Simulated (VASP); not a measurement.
Here is a VASP 6.6.1 calculation.

The input INCAR:

```
SYSTEM = H7C24F
PREC = Accurate ; ENCUT = 520
EDIFF = 1E-7 ; ISMEAR = -1
SIGMA = 0.02 ; LREAL = Auto
LASPH = .TRUE. ; NELM = 100
ALGO = Normal ; ISIF = 2
LWAVE = .FALSE. ; LCHARG = .FALSE.
GGA = CA ; NBANDS = 77
```

KPOINTS

```
regular mesh
0
G
  2 3 1
  0 0 0
```

Contents of POSCAR:

```
H7C24F
1.0
    7.5731140000      0.0000000000      0.0000000000
    2.5243710000      4.3723390000      0.0000000000
    0.0000000000      0.0000000000     17.6764260000
H C F
7 24 1
Direct
    0.1111147773      0.1666613682      0.0565725221
    0.4444518959      0.1666613682      0.0565725221
    0.7777758100      0.1666613682      0.0565725221
    0.1111143667      0.6666683439      0.0565725221
    0.4444382808      0.6666683439      0.0565725221
    0.7777753994      0.6666683439      0.0565725221
    0.7698500705      0.2116716019      0.3513662773
    0.1111147773      0.1666613682      0.1188022963
    0.4444518959      0.1666613682      0.1188022963
    0.7777758100      0.1666613682      0.1188022963
    0.1111143667      0.6666683439      0.1188022963
    0.4444382808      0.6666683439      0.1188022963
    0.7777753994      0.6666683439      0.1188022963
   -0.1111075641      0.3333227364      0.1479541170
    0.2222295545      0.3333227364      0.1479541170
    0.5555534686      0.3333227364      0.1479541170
   -0.1111079747      0.8333297121      0.1479541170
    0.2222291440      0.8333297121      0.1479541170
    0.5555530580      0.8333297121      0.1479541170
   -0.1147388313      0.3333227364      0.2518721828
    0.2233751787      0.3359071655      0.2524831660
    0.5533632139      0.3366847813      0.2412422059
   -0.1062774924      0.8307224120      0.2384475233
    0.2263618640      0.8284581776      0.2501863216
    0.5561031653      0.8329866463      0.2497959712
    0.0022505502     -0.0027902685      0.2502032934
    0.3303699030      0.0071586398      0.2520022996
    0.6642017989      0.0025844291      0.2344025879
   -0.0023184006      0.4982459045      0.2492755040
    0.3390924321      0.4916132990      0.2549440707
    0.6651793804      0.4929626911      0.2614838543
    0.7693947669      0.0088282267      0.3441759098
```

Potentials or basis: VASP PAW LDA potentials, release 64 (H, C, F).

Run with:

```console
$ cat potpaw_LDA.64/H/POTCAR potpaw_LDA.64/C/POTCAR potpaw_LDA.64/F/POTCAR > POTCAR
$ mpirun -np 1 vasp_std > vasp.out
```

Predict the band gap on the k mesh.

zero (bands 55 and 56 overlap by 0.08 eV).

Estimate the largest force.

5.143 eV/Å.

Forces in eV/Å, atoms in the order of the input:
```
H   -0.008 -0.005 -0.384
H   -0.108  0.012 -0.448
H    0.074  0.068 -0.478
H    0.066 -0.044 -0.300
H    0.089  0.063 -0.275
H   -0.044 -0.151 -0.451
H   -1.412 -1.030 -0.636
C   -0.045  0.054  2.743
C    0.067  0.038  2.216
C   -0.004  0.059  1.847
C    0.133 -0.153  2.265
C   -0.148 -0.005  2.704
C   -0.013 -0.066  2.049
C    0.305 -0.432 -2.219
C   -0.361  0.350 -2.608
C    0.101  0.143 -2.669
C    0.350 -0.123 -3.279
C    0.009 -0.139 -2.260
C    0.827  0.529 -2.443
C    0.470 -0.396 -2.809
C   -0.808  0.142 -2.775
C    0.456 -0.644 -2.788
C   -1.241  0.063 -3.372
C   -0.191  0.201 -2.587
C   -0.866 -0.435 -2.442
C    0.303  0.375  1.888
C    0.847 -1.629  2.885
C   -0.233 -1.356  4.956
C    0.778  0.025  2.767
C   -1.224  1.643  2.505
C    1.025  1.273  2.293
F    0.805  1.570  4.107
```

Caveat: the k points lie up to 0.48 Å⁻¹ apart.
